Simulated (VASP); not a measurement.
**SnSe: single point with PBE0**

SnSe:

```
CELL_PARAMETERS angstrom
0.00000 2.98489 2.98489
2.98489 0.00000 2.98489
2.98489 2.98489 0.00000
ATOMIC_POSITIONS crystal
Sn 0.00000 0.00000 0.00000
Se 0.50000 0.50000 0.50000
```

| Property | Result |
| --- | --- |
| Program | VASP 6.6.1 |
| Task | single point |
| Functional | PBE0 |
| Potentials or basis | VASP PAW PBE potentials, release 64 (Sn_d, Se) |
| Cutoff | 400 eV |
| k mesh | 6 × 6 × 6 |
| Occupations | gaussian, width 0.01 eV |
| Spin | no spin polarisation |

- Pressure: 0.7 GPa
- Band gap on the k mesh: 0.86 eV

Levels at points of the mesh, in eV from the valence-band top:
| k point | band 8 | band 9 | band 10 | band 11 | band 12 | band 13 |
| --- | --- | --- | --- | --- | --- | --- |
| (0.00, 0.00, 0.00) | -3.15 | -3.15 | -3.15 | 5.40 | 5.40 | 5.40 |
| (0.50, 0.00, 0.00) | -2.86 | -2.86 | 0.00 | 0.86 | 1.79 | 1.79 |
| (0.50, 0.50, 0.00) | -6.93 | -4.81 | -4.81 | 3.54 | 6.58 | 6.58 |

It took 47 min on 1 thread of Intel(R) Xeon(R) Platinum 8375C CPU @ 2.90GHz (Ice Lake), with other jobs on the host, peak memory 0.18 GiB.

Caveat: the PAW data sets were made with another functional, which shifts forces and pressure a little; spin-orbit coupling is left out, which moves the levels of the heavy elements. A k mesh can miss the band edges.
